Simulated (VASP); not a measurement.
# Cd (P-3m1) in VASP: single point with PBE

Aim: the single point of Cd with PBE.

All numbers are computed with VASP 6.6.1; they aren't measurements. Logs are shortened: lines on timing, memory, paths and dates and some standing lists are left out, and cuts for length are marked.

## 1. The cell of the first run

The structure is trigonal, space group P-3m1 (No. 164). The conventional cell has a = 3.023 Å, b = 3.023 Å, c = 14.590 Å, α = 90.00°, β = 90.00°, γ = 120.00°. Within 4.0 Å of Cd (site symmetry 3m) lie 12 Cd at 3.02 to 3.40 Å. Cd (site symmetry 3m) has 12 Cd at 3.02 to 3.41 Å within 4.0 Å. Within 4.0 Å of Cd (site symmetry -3m) lie 12 Cd at 3.02 to 3.41 Å.

## 2. Single point, PBE

Contents of INCAR:

```
SYSTEM = Cd
  PREC = Accurate
  ENCUT = 520
  EDIFF = 1E-6
  ISMEAR = 0
  SIGMA = 0.1
  LREAL = .False.
  LASPH = .True.
  NELM = 80
  ALGO = Fast
  ISIF = 2
  LWAVE = .False.
  LCHARG = .False.
  GGA = PE
  NBANDS = 38
```

Contents of KPOINTS:

```
regular mesh
0
Gamma
  18 18 4
  0 0 0
```

Contents of POSCAR:

```
Cd
1.0
    3.0232701932      0.0000000000      0.0000000000
   -1.5116350966      2.6182287898      0.0000000000
    0.0000000000      0.0000000000     14.5895155845
Cd
5
Direct
    0.0000000000      0.0000000000      0.0005287143
    0.3333333333      0.6666666667      0.1994712857
    0.0000000000      0.0000000000      0.3992486253
    0.6666666667      0.3333333333      0.6000000000
    0.3333333333      0.6666666667      0.8007513747
```

Potentials or basis: VASP PAW PBE potentials, release 64 (Cd).

Command:

```
cat potpaw_PBE.64/Cd/POTCAR > POTCAR
mpirun -np 1 vasp_std > vasp.out
```

OUTCAR:

```text
SYSTEM = Cd
   PREC = Accurate
   ENCUT = 520
   EDIFF = 1E-6
   ISMEAR = 0
   LREAL = .False.
   LASPH = .True.
   NELM = 80
   ISIF = 2
   GGA = PE

 ion  position               nearest neighbor table
   1  0.000  0.000  0.001-   2 3.39   2 3.39   2 3.39   5 3.40   5 3.40   5 3.40
   2  0.333  0.667  0.199-   1 3.39   1 3.39   1 3.39   3 3.40   3 3.40   3 3.40
   3  0.000  0.000  0.399-   2 3.40   2 3.40   2 3.40   4 3.41   4 3.41   4 3.41
   4  0.667  0.333  0.600-   5 3.41   5 3.41   3 3.41   3 3.41   3 3.41   5 3.41
   5  0.333  0.667  0.801-   1 3.40   1 3.40   1 3.40   4 3.41   4 3.41   4 3.41

  LATTYP: Found a hexagonal cell.
 ALAT       =     3.0232701932
 C/A-ratio  =     4.8257398949

  Lattice vectors:

 A1 = (   3.0232701932,   0.0000000000,   0.0000000000)
 A2 = (  -1.5116350966,   2.6182287898,   0.0000000000)
 A3 = (   0.0000000000,   0.0000000000,  14.5895155845)

Analysis of symmetry for initial positions (statically):
=====================================================================
 Subroutine PRICEL returns:
 Original cell was already a primitive cell.

 Routine SETGRP: Setting up the symmetry group for a
 hexagonal supercell.

 Subroutine GETGRP returns: Found 12 space group operations
 (whereof  6 operations were pure point group operations)
 out of a pool of 24 trial point group operations.

The static configuration has the point symmetry C_3v.
 The point group associated with its full space group is D_3d.

Analysis of symmetry for dynamics (positions and initial velocities):
=====================================================================
 Subroutine PRICEL returns:
 Original cell was already a primitive cell.

 Routine SETGRP: Setting up the symmetry group for a
 hexagonal supercell.

 Subroutine GETGRP returns: Found 12 space group operations
 (whereof  6 operations were pure point group operations)
 out of a pool of 24 trial point group operations.

The dynamic configuration has the point symmetry C_3v.
 The point group associated with its full space group is D_3d.

 Subroutine INISYM returns: Found 12 space group operations
 (whereof  6 operations are pure point group operations),
 and found     1 'primitive' translations

----------------------------------------------------------------------------------------

                                     Primitive cell

  volume of cell :     115.4850

  direct lattice vectors                    reciprocal lattice vectors
     3.023270193  0.000000000  0.000000000     0.330767658  0.190968796  0.000000000
    -1.511635097  2.618228790  0.000000000     0.000000000  0.381937592  0.000000000
     0.000000000  0.000000000 14.589515585     0.000000000  0.000000000  0.068542372

  length of vectors
     3.023270193  3.023270193 14.589515585     0.381937592  0.381937592  0.068542372

  position of ions in fractional coordinates (direct lattice)
     0.000000000  0.000000000  0.000528714
     0.333333333  0.666666667  0.199471286
     0.000000000  0.000000000  0.399248625
     0.666666667  0.333333333  0.600000000
     0.333333333  0.666666667  0.800751375

  ion indices of the primitive-cell ions
   primitive index   ion index
                 1           1
                 2           2
                 3           3
                 4           4
                 5           5

----------------------------------------------------------------------------------------

 KPOINTS: regular mesh

Automatic generation of k-mesh.
 Grid dimensions read from file:
 generate k-points for:   18   18    4

 Generating k-lattice:

  Cartesian coordinates                     Fractional coordinates (reciprocal lattice)
     0.018375981  0.010609378  0.000000000     0.055555556 -0.000000000  0.000000000
     0.000000000  0.021218755  0.000000000     0.000000000  0.055555556  0.000000000
     0.000000000  0.000000000  0.017135593     0.000000000  0.000000000  0.250000000

  Length of vectors
     0.021218755  0.021218755  0.017135593

  Shift w.r.t. Gamma in fractional coordinates (k-lattice)
     0.000000000  0.000000000  0.000000000

 Subroutine IBZKPT returns following result:
 ===========================================

 Found    138 irreducible k-points:

 Following reciprocal coordinates:
            Coordinates               Weight
  0.000000  0.000000  0.000000      1.000000
  0.055556 -0.000000  0.000000      6.000000
  0.111111 -0.000000  0.000000      6.000000
  0.166667  0.000000  0.000000      6.000000
  0.222222 -0.000000  0.000000      6.000000
  0.277778 -0.000000  0.000000      6.000000
[... 16 lines left out ...]
  0.333333  0.111111  0.000000     12.000000
  0.388889  0.111111  0.000000     12.000000
 [... further k-points ...]
   k-points           NKPTS =    138   k-points in BZ     NKDIM =    138   number of bands    NBANDS=     38
   number of dos      NEDOS =    301   number of ions     NIONS =      5
   total plane-waves  NPLWV =  64512
   dimension x,y,z NGX =    24 NGY =   24 NGZ =  112
   dimension x,y,z NGXF=    48 NGYF=   48 NGZF=  224
   ions per type =               5
   NGX,Y,Z   is equivalent  to a cutoff of  13.20, 13.20, 12.76 a.u.
   NGXF,Y,Z  is equivalent  to a cutoff of  26.39, 26.39, 25.52 a.u.
 SYSTEM =  Cd
   PREC   = accura    normal or accurate (medium, high low for compatibility)
   ISTART =      0    job   : 0-new  1-cont  2-samecut
   ICHARG =      2    charge: 1-file 2-atom 10-const
   ISPIN  =      1    spin polarized calculation?
   LNONCOLLINEAR =      F non collinear calculations
   LSORBIT =      F    spin-orbit coupling
   LASPH  =      T    aspherical Exc in radial PAW
   ENCUT  =  520.0 eV  38.22 Ry    6.18 a.u.   5.62  5.62 27.13*2*pi/ulx,y,z
   NELM   =     80;   NELMIN=  2; NELMDL= -5     # of ELM steps
   EDIFF  = 0.1E-05   stopping-criterion for ELM
   LREAL  =      F    real-space projection
   EDIFFG = 0.1E-04   stopping-criterion for IOM
   NSW    =      0    number of steps for IOM
   IBRION =     -1    ionic relax: 0-MD 1-quasi-New 2-CG
   NFREE  =      0    steps in history (QN), initial steepest desc. (CG)
   ISIF   =      2    stress and relaxation
   ISYM   =      2    0-nonsym 1-usesym 2-fastsym
   POTIM  = 0.5000    time-step for ionic-motion
   TEBEG  =    0.0;   TEEND  =   0.0 temperature during run
   PSTRESS=    0.0 pullay stress
   NELECT =      60.0000    total number of electrons
   NUPDOWN=      -1.0000    fix difference up-down
   EMIN   =  10.00;   EMAX   =-10.00  energy-range for DOS
   EFERMI =   0.00;   METHOD = LEGACY
   ISMEAR =     0;   SIGMA  =   0.10  broadening in eV -4-tet -1-fermi 0-gaus
   EFERMI_NEDOS =   21; number of points for ismear=-14 and -15
   IALGO  =     68    algorithm
   IMIX   =      4    mixing-type and parameters
     AMIX     =   0.40;   BMIX     =  1.00
     AMIX_MAG =   1.60;   BMIX_MAG =  1.00
  volume/ion in A,a.u.               =      23.10       155.87
  Fermi-wavevector in a.u.,A,eV,Ry     =   1.316083  2.487037 23.566321  1.732076
  Thomas-Fermi vector in A             =   2.446221
   LORBIT       =      0    0 simple, 1 ext, 2 COOP (PROOUT), +10 PAW based schemes
   GGA     = PE    functional components
   LHFCALC =     F    Hartree Fock is set to
   AEXX    =    0.0000 exact exchange contribution
   IVDW    =     0    specifies the selected vdW correction
   LEPSILON=     F    determine dielectric tensor
   LRPA    =     F    only Hartree local field effects (RPA)
 non-spin polarized calculation
 RMM-DIIS sequential band-by-band and
 Gauss-broadening in eV      SIGMA  =   0.10
  energy-cutoff  :      520.00
  volume of cell :      115.48
 maximum number of plane-waves:      3163
 NGX is ok and might be reduce to    24
   NGX = 11   NGY = 11   NGZ = 55

 number of electron      59.9999986 magnetization

 Free energy of the ion-electron system (eV)
  ---------------------------------------------------
  ext. energy  EPLUGINS =         0.00000000
  ---------------------------------------------------
  free energy    TOTEN  =        -3.71823856 eV

  energy without entropy =       -3.71076289  energy(sigma->0) =       -3.71450072

 E-fermi :   2.4489     XC(G=0): -10.6710

 val. band max:        2.4489130579   @ k =   0.0000   0.4444   0.2500
 cond. band min:       2.4539959882   @ k =   0.3889   0.1111   0.5000
 fundamental gap:      0.0050829304
 Fermi energy:         2.4489306370

 k-point     1 :       0.0000    0.0000    0.0000
  band No.  band energies     occupation
      1      -7.1421      2.00000
      2      -7.1134      2.00000
      3      -7.0173      2.00000
      4      -7.0137      2.00000
      5      -6.9447      2.00000
      6      -6.6224      2.00000
[... 30 lines left out ...]
     37      16.8853      0.00000
     38      16.9614      0.00000

 k-point     2 :       0.0556   -0.0000    0.0000
  band No.  band energies     occupation
      1      -7.1124      2.00000
      2      -7.0833      2.00000
      3      -6.9893      2.00000
      4      -6.9850      2.00000
      5      -6.9179      2.00000
      6      -6.6333      2.00000
[... 30 lines left out ...]
     37      16.1270      0.00000
     38      16.1885      0.00000

 k-point     3 :       0.1111   -0.0000    0.0000
  band No.  band energies     occupation
      1      -7.0379      2.00000
      2      -7.0060      2.00000
      3      -6.9275      2.00000
      4      -6.9118      2.00000
      5      -6.8549      2.00000
      6      -6.6601      2.00000
[... 30 lines left out ...]
     37      14.2074      0.00000
     38      14.2605      0.00000

 k-point     4 :       0.1667    0.0000    0.0000
  band No.  band energies     occupation
      1      -6.9812      2.00000
      2      -6.9357      2.00000
      3      -6.8960      2.00000
      4      -6.8399      2.00000
      5      -6.8010      2.00000
      6      -6.6883      2.00000
[... 30 lines left out ...]
     37      12.1811      0.00000
     38      12.8844      0.00000
[... 703 lines left out ...]
      4      -6.9116      2.00000
      5      -6.8974      2.00000
      6      -6.8088      2.00000
[... 30 lines left out ...]
     37       8.7000      0.00000
     38       9.5213      0.00000

 k-point    23 :       0.3333    0.1111    0.0000
  band No.  band energies     occupation
      1      -7.1210      2.00000
      2      -7.0532      2.00000
      3      -7.0481      2.00000
      4      -6.9769      2.00000
      5      -6.9656      2.00000
      6      -6.8953      2.00000
[... 30 lines left out ...]
     37       7.0996      0.00000
     38       9.1147      0.00000

 k-point    24 :       0.3889    0.1111    0.0000
  band No.  band energies     occupation
      1      -7.1650      2.00000
      2      -7.0947      2.00000
      3      -7.0899      2.00000
      4      -7.0199      2.00000
      5      -7.0106      2.00000
      6      -6.9503      2.00000
[... 30 lines left out ...]
     37       6.8728      0.00000
     38       8.8261      0.00000

 [... further k-points ...]
[... 5 lines left out ...]
  --------------------------------------------------------------------------------------
  -------------------------------------------------------------------------------------
  Total        0.2359604      0.2359604      0.0861561      0.0000000      0.0000000      0.0000000
  in kB        3.2735905      3.2735905      1.1952840      0.0000000      0.0000000      0.0000000
  external PRESSURE =       2.5808217 kB  Pullay stress =       0.0000000 kB

 VOLUME and BASIS-vectors are now :
 -----------------------------------------------------------------------------
  energy-cutoff  :      520.00
  volume of cell :      115.48
      direct lattice vectors                 reciprocal lattice vectors
     3.023270193  0.000000000  0.000000000     0.330767658  0.190968796  0.000000000
    -1.511635097  2.618228790  0.000000000     0.000000000  0.381937592  0.000000000
     0.000000000  0.000000000 14.589515585     0.000000000  0.000000000  0.068542372

 POSITION                                       TOTAL-FORCE (eV/Angst)
 -----------------------------------------------------------------------------------
      0.00000      0.00000      0.00771        -0.000000     -0.000000      0.000049
     -0.00000      1.74549      2.91019         0.000000      0.000000     -0.000049
      0.00000      0.00000      5.82484        -0.000000      0.000000     -0.000916
      1.51164      0.87274      8.75371         0.000000     -0.000000      0.000000
     -0.00000      1.74549     11.68257        -0.000000      0.000000      0.000916
 -----------------------------------------------------------------------------------
    total drift:                                0.000000      0.000000     -0.000091

  FREE ENERGIE OF THE ION-ELECTRON SYSTEM (eV)
  ---------------------------------------------------
  free  energy   TOTEN  =        -3.7182385601 eV

  energy  without entropy=       -3.7107628854  energy(sigma->0) =       -3.71450072
```

It took 13 min on 1 thread of Intel Xeon Platinum 8259CL at 2.50GHz (Skylake/Cascade Lake), shared host; peak memory 0.54 GiB.

Results:

| Property | Result |
| --- | --- |
| Free energy | -3.7182 eV |
| Pressure | 0.3 GPa |
| Band gap on the k mesh | zero (bands 30 and 31 overlap by 4.53 eV) |
